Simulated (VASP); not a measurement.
Here is a VASP 6.6.1 calculation.

File POSCAR:

```
InP
1.0
    2.9241315309      2.9241315309      0.0000000000
   -2.9241315309      2.9241315309      0.0000000000
    0.0000000000      2.9241315309      2.9713902223
In P
1 1
Direct
    0.0000000000      0.0000000000      0.0000000000
    0.7500000000      0.2500000000      0.5000000000
```

INCAR.step1

```
SYSTEM = InP
  ALGO = Normal
  EDIFF = 1E-4
  ENCUT = 520
  GGA = PE
  ISMEAR = 0
  LASPH = .TRUE.
  LCHARG = .FALSE.
  LREAL = .FALSE.
  LWAVE = .TRUE.
  NBANDS = 16
  NELM = 60
  PREC = Accurate
  SIGMA = 0.01
```

INCAR.step2

```
SYSTEM = InP
  ALGO = Normal
  EDIFF = 1E-6
  ENCUT = 520
  ISIF = 2
  ISMEAR = 0
  ISTART = 1
  LASPH = .TRUE.
  LCHARG = .FALSE.
  LMIXTAU = .TRUE.
  LREAL = .FALSE.
  LWAVE = .FALSE.
  METAGGA = R2SCAN
  NBANDS = 16
  NELM = 60
  PREC = Accurate
  SIGMA = 0.01
```

The input KPOINTS:

```
k-points
0
G
  8 8 8
  0 0 0
```

Potentials or basis: VASP PAW PBE potentials, release 64 (In_d, P).

The run is started by

```bash
$ cat potpaw_PBE.64/In_d/POTCAR potpaw_PBE.64/P/POTCAR > POTCAR
$ cp INCAR.step1 INCAR
$ mpirun -np 1 vasp_std > vasp.out
$ cp INCAR.step2 INCAR
$ mpirun -np 1 vasp_std > vasp.out
```

Problem. Predict the band gap on the k mesh.

Solution. 1.09 eV, direct.

Problem. What does it give for the pressure?

Solution. 0.9 GPa.

Stress tensor (GPa, compression positive):
```
1.11 0.00 0.00
0.00 1.11 0.00
0.00 0.00 0.37
```

Caveat: the cell differs from its parent crystal (in-plane strain -0.01); the PAW data sets were made with another functional, which shifts forces and pressure a little; spin-orbit coupling is left out, which moves the levels of the heavy elements.
